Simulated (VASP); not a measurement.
The system is Cu.

```
Cu
1.0
     2.53076    0.00000    0.00000
    -1.26538    2.19171    0.00000
     0.00000    0.00000    8.26182
Cu
4
Direct
  0.00000 0.00000 0.00000
  0.33333 0.66667 0.25000
  0.00000 0.00000 0.50000
  0.66667 0.33333 0.75000
```

Base run:

```yaml
Program: VASP 6.6.1
Functional: PBEsol
Potentials_or_basis: VASP PAW PBE potentials, release 64 (Cu)
Cutoff: 520 eV
k_mesh: 10 × 10 × 3
Occupations: methfessel-paxton, width 0.05 eV
Spin: no spin polarisation
```

Its results: band gap on the k mesh zero (band 22 reaches 10.85 eV, above the bottom of band 23 at 6.03 eV); pressure -0.9 GPa.

Task: The run is repeated on the same cell with these changes: k mesh from 10 × 10 × 3 to 6 × 6 × 2. What comes out?

Result: Band gap on the k mesh zero (band 22 reaches 11.18 eV, above the bottom of band 23 at 5.97 eV); pressure -0.5 GPa.

Caveats: some runs use coarse meshes; the PAW data sets were made with another functional, which shifts forces and pressure a little.
